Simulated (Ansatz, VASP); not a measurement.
# Zr2O: VASP beside Ansatz

```
Zr O
1.0
     4.87229    0.00000    0.00000
     0.00000    4.87229    0.00000
     0.00000    0.00000    4.65628
Zr O
4 2
Direct
  0.25000 0.25000 0.75000
  0.75000 0.25000 0.25000
  0.25000 0.75000 0.25000
  0.75000 0.75000 0.75000
  0.00000 0.00000 0.00000
  0.50000 0.50000 0.50000
```

Change from the starting cell: strain +0.015 along x and y, -0.030 along z, atoms carried along.

Alike in both runs: task single point; functional PBEsol; k mesh 10 × 10 × 10; occupations gaussian, width 0.15 eV; no spin polarisation.

```csv
,VASP,Ansatz
version,VASP 6.6.1,Ansatz 0.2.0
potentials or method,"VASP PAW PBE potentials, release 64 (Zr_sv, O), cutoff 520 eV","scalar-relativistic, plane waves, PAW"
valence electrons in the cell,60,60
```

|  | VASP | Ansatz | Ansatz less VASP |
| --- | --- | --- | --- |
| gap on the k mesh at the Fermi level (eV) | none | none | - |
| pressure (GPa) | 0.2 | 0.0 | -0.25 |
| traceless stress, the component that is largest in VASP (GPa) | 1.34 | 1.36 | +0.018 |

VASP's potentials were made for PBE, not for PBEsol. A gap of «none» marks a metal or a gap that the smearing closes.
